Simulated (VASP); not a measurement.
# InP (F-43m) in VASP: further runs

The runs below take InP through single point, with PBE.

Everything below comes from runs of VASP 6.6.1. Logs are shortened: lines on timing, memory, paths and dates and some standing lists are left out, and cuts for length are marked.

## 1. The cell of the first run

The structure is cubic, space group F-43m (No. 216). Conventional cell: a = 5.848 Å, b = 5.848 Å, c = 5.848 Å, α = 90.00°, β = 90.00°, γ = 90.00°. Within 3.3 Å of In (site symmetry -43m) lie 4 P at 2.53 Å. P (site symmetry -43m) has 4 In at 2.53 Å within 3.3 Å.

## 2. Single point, PBE (strain -1.0%)

INCAR reads:

```
PREC = Accurate ; ENCUT = 500
EDIFF = 1E-6 ; ISMEAR = 0
SIGMA = 0.01 ; LREAL = False
LASPH = True ; NELM = 120
ALGO = Normal ; ISIF = 2
LWAVE = False ; LCHARG = True
GGA = PE ; LELF = True
LVHAR = True ; NBANDS = 16
GGA_COMPAT = False
```

KPOINTS reads:

```
regular mesh
0
Gamma
  4 4 4
```

POSCAR reads:

```
InP
1.0
    0.0000000000      2.9242497585      2.9242497585
    2.9242497585      0.0000000000      2.9242497585
    2.9242497585      2.9242497585      0.0000000000
In P
1 1
Direct
    0.0000000000      0.0000000000      0.0000000000
    0.2500000000      0.2500000000      0.2500000000
```

Potentials or basis: VASP PAW PBE potentials, release 64 (In_d, P).

Command:

```sh
> cat potpaw_PBE.64/In_d/POTCAR potpaw_PBE.64/P/POTCAR > POTCAR
> mpirun -np 1 vasp_std > vasp.out
```

OUTCAR:

```text
PREC = Accurate
   ENCUT = 500
   EDIFF = 1E-6
   ISMEAR = 0
   LREAL = False
   LASPH = True
   NELM = 120
   ISIF = 2
   GGA = PE

 ion  position               nearest neighbor table
   1  0.000  0.000  0.000-   2 2.53   2 2.53   2 2.53   2 2.53
   2  0.250  0.250  0.250-   1 2.53   1 2.53   1 2.53   1 2.53

  LATTYP: Found a face centered cubic cell.
 ALAT       =     5.8484995170

  Lattice vectors:

 A1 = (   0.0000000000,   2.9242497585,   2.9242497585)
 A2 = (   2.9242497585,   0.0000000000,   2.9242497585)
 A3 = (   2.9242497585,   2.9242497585,   0.0000000000)

Analysis of symmetry for initial positions (statically):
=====================================================================
 Subroutine PRICEL returns:
 Original cell was already a primitive cell.

 Routine SETGRP: Setting up the symmetry group for a
 face centered cubic supercell.

 Subroutine GETGRP returns: Found 24 space group operations
 (whereof 24 operations were pure point group operations)
 out of a pool of 48 trial point group operations.

The static configuration has the point symmetry T_d .

Analysis of symmetry for dynamics (positions and initial velocities):
=====================================================================
 Subroutine PRICEL returns:
 Original cell was already a primitive cell.

 Routine SETGRP: Setting up the symmetry group for a
 face centered cubic supercell.

 Subroutine GETGRP returns: Found 24 space group operations
 (whereof 24 operations were pure point group operations)
 out of a pool of 48 trial point group operations.

The dynamic configuration has the point symmetry T_d .

 Subroutine INISYM returns: Found 24 space group operations
 (whereof 24 operations are pure point group operations),
 and found     1 'primitive' translations

----------------------------------------------------------------------------------------

                                     Primitive cell

  volume of cell :      50.0119

  direct lattice vectors                    reciprocal lattice vectors
     0.000000000  2.924249758  2.924249758    -0.170984027  0.170984027  0.170984027
     2.924249758  0.000000000  2.924249758     0.170984027 -0.170984027  0.170984027
     2.924249758  2.924249758  0.000000000     0.170984027  0.170984027 -0.170984027

  length of vectors
     4.135513668  4.135513668  4.135513668     0.296153022  0.296153022  0.296153022

  position of ions in fractional coordinates (direct lattice)
     0.000000000  0.000000000  0.000000000
     0.250000000  0.250000000  0.250000000

  ion indices of the primitive-cell ions
   primitive index   ion index
                 1           1
                 2           2

----------------------------------------------------------------------------------------

 KPOINTS: regular mesh

Automatic generation of k-mesh.
 Grid dimensions read from file:
 generate k-points for:    4    4    4

 Generating k-lattice:

  Cartesian coordinates                     Fractional coordinates (reciprocal lattice)
    -0.042746007  0.042746007  0.042746007     0.250000000  0.000000000  0.000000000
     0.042746007 -0.042746007  0.042746007     0.000000000  0.250000000  0.000000000
     0.042746007  0.042746007 -0.042746007     0.000000000  0.000000000  0.250000000

  Length of vectors
     0.074038256  0.074038256  0.074038256

  Shift w.r.t. Gamma in fractional coordinates (k-lattice)
     0.000000000  0.000000000  0.000000000

 Subroutine IBZKPT returns following result:
 ===========================================

 Found      8 irreducible k-points:

 Following reciprocal coordinates:
            Coordinates               Weight
  0.000000  0.000000  0.000000      1.000000
  0.250000  0.000000  0.000000      8.000000
  0.500000  0.000000  0.000000      4.000000
  0.250000  0.250000  0.000000      6.000000
  0.500000  0.250000  0.000000     24.000000
 -0.250000  0.250000  0.000000     12.000000
  0.500000  0.500000  0.000000      3.000000
 -0.250000  0.500000  0.250000      6.000000
   k-points           NKPTS =      8   k-points in BZ     NKDIM =      8   number of bands    NBANDS=     16
   number of dos      NEDOS =    301   number of ions     NIONS =      2
   total plane-waves  NPLWV =  27000
   dimension x,y,z NGX =    30 NGY =   30 NGZ =   30
   dimension x,y,z NGXF=    60 NGYF=   60 NGZF=   60
   ions per type =               1   1
   NGX,Y,Z   is equivalent  to a cutoff of  12.06, 12.06, 12.06 a.u.
   NGXF,Y,Z  is equivalent  to a cutoff of  24.12, 24.12, 24.12 a.u.
 SYSTEM =  unknown system
   PREC   = accura    normal or accurate (medium, high low for compatibility)
   ISTART =      0    job   : 0-new  1-cont  2-samecut
   ICHARG =      2    charge: 1-file 2-atom 10-const
   ISPIN  =      1    spin polarized calculation?
   LNONCOLLINEAR =      F non collinear calculations
   LSORBIT =      F    spin-orbit coupling
   LASPH  =      T    aspherical Exc in radial PAW
   ENCUT  =  500.0 eV  36.75 Ry    6.06 a.u.   7.54  7.54  7.54*2*pi/ulx,y,z
   NELM   =    120;   NELMIN=  2; NELMDL= -5     # of ELM steps
   EDIFF  = 0.1E-05   stopping-criterion for ELM
   LREAL  =      F    real-space projection
   EDIFFG = 0.1E-04   stopping-criterion for IOM
   NSW    =      0    number of steps for IOM
   IBRION =     -1    ionic relax: 0-MD 1-quasi-New 2-CG
   NFREE  =      0    steps in history (QN), initial steepest desc. (CG)
   ISIF   =      2    stress and relaxation
   ISYM   =      2    0-nonsym 1-usesym 2-fastsym
   POTIM  = 0.5000    time-step for ionic-motion
   TEBEG  =    0.0;   TEEND  =   0.0 temperature during run
   PSTRESS=    0.0 pullay stress
   NELECT =      18.0000    total number of electrons
   NUPDOWN=      -1.0000    fix difference up-down
   EMIN   =  10.00;   EMAX   =-10.00  energy-range for DOS
   EFERMI =   0.00;   METHOD = LEGACY
   ISMEAR =     0;   SIGMA  =   0.01  broadening in eV -4-tet -1-fermi 0-gaus
   EFERMI_NEDOS =   21; number of points for ismear=-14 and -15
   IALGO  =     38    algorithm
   IMIX   =      4    mixing-type and parameters
     AMIX     =   0.40;   BMIX     =  1.00
     AMIX_MAG =   1.60;   BMIX_MAG =  1.00
  volume/ion in A,a.u.               =      25.01       168.75
  Fermi-wavevector in a.u.,A,eV,Ry     =   1.164505  2.200595 18.450465  1.356071
  Thomas-Fermi vector in A             =   2.301042
   LORBIT       =      0    0 simple, 1 ext, 2 COOP (PROOUT), +10 PAW based schemes
   GGA     = PE    functional components
   LHFCALC =     F    Hartree Fock is set to
   AEXX    =    0.0000 exact exchange contribution
   IVDW    =     0    specifies the selected vdW correction
   LEPSILON=     F    determine dielectric tensor
   LRPA    =     F    only Hartree local field effects (RPA)
 non-spin polarized calculation
 Gauss-broadening in eV      SIGMA  =   0.01
  energy-cutoff  :      500.00
  volume of cell :       50.01
 maximum number of plane-waves:      1287
   NGX = 15   NGY = 15   NGZ = 15

 number of electron      18.0000011 magnetization

 Free energy of the ion-electron system (eV)
  ---------------------------------------------------
  ext. energy  EPLUGINS =         0.00000000
  ---------------------------------------------------
  free energy    TOTEN  =        -8.26457883 eV

  energy without entropy =       -8.26457883  energy(sigma->0) =       -8.26457883

 E-fermi :   5.3540     XC(G=0):  -9.2913

 val. band max:        5.3042749587   @ k =   0.0000   0.0000   0.0000
 cond. band min:       6.0380075328   @ k =   0.0000   0.0000   0.0000
 fundamental gap:      0.7337325741
 Fermi energy:         5.3540126558

 k-point     1 :       0.0000    0.0000    0.0000
  band No.  band energies     occupation
      1      -8.9423      2.00000
      2      -8.9423      2.00000
      3      -8.9423      2.00000
      4      -8.7892      2.00000
      5      -8.7892      2.00000
      6      -6.2627      2.00000
[... 8 lines left out ...]
     15      14.7396      0.00000
     16      14.7396      0.00000

 k-point     2 :       0.2500    0.0000    0.0000
  band No.  band energies     occupation
      1      -9.0047      2.00000
      2      -8.9186      2.00000
      3      -8.9186      2.00000
      4      -8.7865      2.00000
      5      -8.7865      2.00000
      6      -5.5782      2.00000
[... 8 lines left out ...]
     15      13.8738      0.00000
     16      14.4366      0.00000

 k-point     3 :       0.5000    0.0000    0.0000
  band No.  band energies     occupation
      1      -9.0616      2.00000
      2      -8.9029      2.00000
      3      -8.9029      2.00000
      4      -8.7751      2.00000
      5      -8.7751      2.00000
      6      -4.5127      2.00000
[... 8 lines left out ...]
     15      15.9432      0.00000
     16      15.9432      0.00000

 k-point     4 :       0.2500    0.2500    0.0000
  band No.  band energies     occupation
      1      -9.0451      2.00000
      2      -8.8903      2.00000
      3      -8.8903      2.00000
      4      -8.8131      2.00000
      5      -8.7713      2.00000
      6      -5.3534      2.00000
[... 8 lines left out ...]
     15      15.2727      0.00000
     16      17.4491      0.00000

 k-point     5 :       0.5000    0.2500    0.0000
  band No.  band energies     occupation
      1      -9.0851      2.00000
      2      -8.8794      2.00000
      3      -8.8666      2.00000
      4      -8.8096      2.00000
      5      -8.7674      2.00000
      6      -4.2507      2.00000
[... 8 lines left out ...]
     15      16.0714      0.00000
     16      17.3065      0.00000

 k-point     6 :      -0.2500    0.2500    0.0000
  band No.  band energies     occupation
      1      -9.0559      2.00000
      2      -8.8958      2.00000
      3      -8.8878      2.00000
      4      -8.7904      2.00000
      5      -8.7839      2.00000
      6      -4.6473      2.00000
[... 8 lines left out ...]
     15      15.7148      0.00000
     16      17.1593      0.00000

 k-point     7 :       0.5000    0.5000    0.0000
  band No.  band energies     occupation
      1      -9.1286      2.00000
      2      -8.8417      2.00000
      3      -8.8357      2.00000
      4      -8.8357      2.00000
      5      -8.7533      2.00000
      6      -3.8469      2.00000
[... 8 lines left out ...]
     15      16.0529      0.00000
     16      17.1300      0.00000

 k-point     8 :      -0.2500    0.5000    0.2500
  band No.  band energies     occupation
      1      -9.0943      2.00000
      2      -8.8813      2.00000
      3      -8.8448      2.00000
      4      -8.8098      2.00000
      5      -8.7738      2.00000
      6      -3.7652      2.00000
[... 8 lines left out ...]
     15      16.6189      0.00000
     16      17.3584      0.00000

------------------------ aborting loop because EDIFF is reached ----------------------------------------

  FORCE on cell =-STRESS in cart. coord.  units (eV):
  Direction    XX          YY          ZZ          XY          YZ          ZX
  --------------------------------------------------------------------------------------
  -------------------------------------------------------------------------------------
  Total        1.2378079      1.2378079      1.2378079     -0.0000000     -0.0000000      0.0000000
  in kB       39.6543149     39.6543149     39.6543149     -0.0000000     -0.0000000      0.0000000
  external PRESSURE =      39.6543149 kB  Pullay stress =       0.0000000 kB

 VOLUME and BASIS-vectors are now :
 -----------------------------------------------------------------------------
  energy-cutoff  :      500.00
  volume of cell :       50.01
      direct lattice vectors                 reciprocal lattice vectors
     0.000000000  2.924249758  2.924249758    -0.170984027  0.170984027  0.170984027
     2.924249758  0.000000000  2.924249758     0.170984027 -0.170984027  0.170984027
     2.924249758  2.924249758  0.000000000     0.170984027  0.170984027 -0.170984027

 POSITION                                       TOTAL-FORCE (eV/Angst)
 -----------------------------------------------------------------------------------
      0.00000      0.00000      0.00000         0.000000     -0.000000      0.000000
      1.46212      1.46212      1.46212        -0.000000      0.000000     -0.000000
 -----------------------------------------------------------------------------------
    total drift:                                0.000000      0.000000      0.000000

  FREE ENERGIE OF THE ION-ELECTRON SYSTEM (eV)
  ---------------------------------------------------
  free  energy   TOTEN  =        -8.2645788331 eV

  energy  without entropy=       -8.2645788331  energy(sigma->0) =       -8.26457883
```

It used 16 s of CPU time on 1 thread of AMD EPYC 7R13 Processor (Zen 3), with other jobs on the host.

Results:

```yaml
Free_energy: -8.2646 eV
Pressure: 4.0 GPa
Band_gap_on_the_k_mesh: 0.73 eV, direct
```

Levels at points of the mesh, in eV from the valence-band top:
```
           k point  band 5  band 6  band 7  band 8  band 9  band 10  band 11  band 12  band 13  band 14
(0.00, 0.00, 0.00)  -14.09  -11.57    0.00    0.00    0.00     0.73     4.06     4.06     4.06     8.60
(0.50, 0.00, 0.00)  -14.08   -9.82   -5.78   -0.99   -0.99     1.50     4.78     4.78     7.10     9.50
(0.50, 0.50, 0.00)  -14.06   -9.15   -5.80   -2.35   -2.35     1.72     2.25     9.26     9.62     9.62
```

Caveat: the k points lie up to 0.47 Å⁻¹ apart; the cell differs from its parent crystal (strain -1.0%); spin-orbit coupling is left out, which moves the levels of the heavy elements.

## 3. Single point, PBE (strain +1.0%)

INCAR reads:

```
  PREC = Accurate
  ENCUT = 500
  EDIFF = 1E-6
  ISMEAR = 0
  SIGMA = 0.01
  LREAL = F
  LASPH = T
  NELM = 120
  ALGO = Normal
  ISIF = 2
  LWAVE = F
  LCHARG = F
  GGA = PE
  NBANDS = 16
  GGA_COMPAT = F
```

KPOINTS is that of step 2.

POSCAR reads:

```
InP
1.0
    0.0000000000      2.9833255112      2.9833255112
    2.9833255112      0.0000000000      2.9833255112
    2.9833255112      2.9833255112      0.0000000000
In P
1 1
Direct
    0.0000000000      0.0000000000      0.0000000000
    0.2500000000      0.2500000000      0.2500000000
```

Potentials or basis: VASP PAW PBE potentials, release 64 (In_d, P).

Command:

```sh
> cat potpaw_PBE.64/In_d/POTCAR potpaw_PBE.64/P/POTCAR > POTCAR
> mpirun -np 1 vasp_std > vasp.out
```

It used 15 s of CPU time on 1 thread of AMD EPYC 7R13 Processor (Zen 3) (shared host).

The run converged. Its results:

| Property | Result |
| --- | --- |
| Free energy | -8.3002 eV |
| Pressure | -0.1 GPa |
| Band gap on the k mesh | 0.40 eV, direct |

Levels at points of the mesh, in eV from the valence-band top:
```
           k point  band 6  band 7  band 8  band 9  band 10  band 11  band 12  band 13
(0.00, 0.00, 0.00)  -11.17    0.00    0.00    0.00     0.40     4.06     4.06     4.06
(0.50, 0.00, 0.00)   -9.61   -5.48   -0.90   -0.90     1.35     4.77     4.77     6.97
(0.50, 0.50, 0.00)   -9.01   -5.55   -2.16   -2.16     1.82     2.24     8.89     9.22
```

Caveat: the k points lie up to 0.46 Å⁻¹ apart; the cell differs from its parent crystal (strain +1.0%); spin-orbit coupling is left out, which moves the levels of the heavy elements.
